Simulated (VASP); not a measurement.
Input of a VASP 6.6.1 run:

File INCAR:

```
ALGO = Normal
EDIFF = 1E-7
ENCUT = 520
GGA = PS
ISIF = 2
ISMEAR = 0
LASPH = True
LCHARG = True
LELF = True
LREAL = False
LVHAR = True
LWAVE = False
NBANDS = 14
NELM = 100
PREC = Accurate
SIGMA = 0.15
```

The input KPOINTS:

```
k-points
0
Gamma
  16 16 16
```

The input POSCAR:

```
AlNi
1.0
    2.8810000000      0.0000000000      0.0000000000
    0.0000000000      2.8810000000      0.0000000000
    0.0000000000      0.0000000000      2.7657600000
Al Ni
1 1
Direct
    0.0000000000      0.0000000000      0.0000000000
    0.5000000000      0.5000000000      0.5000000000
```

Potentials or basis: VASP PAW PBE potentials, release 64 (Al, Ni).

Run with:

```console
$ cat potpaw_PBE.64/Al/POTCAR potpaw_PBE.64/Ni/POTCAR > POTCAR
$ mpirun -np 1 vasp_std > vasp.out
```

Q: What does it give for the pressure?

A: 4.1 GPa.

Stress tensor (GPa, compression positive):
```
2.69 0.00 0.00
0.00 2.69 0.00
0.00 0.00 6.94
```

Caveat: the cell differs from its parent crystal (strain +0.000 along x and y, -0.040 along z); the PAW data sets were made with another functional, which shifts forces and pressure a little. Spin polarisation is off, so any magnetic state and its effect on volume and gap are missing.
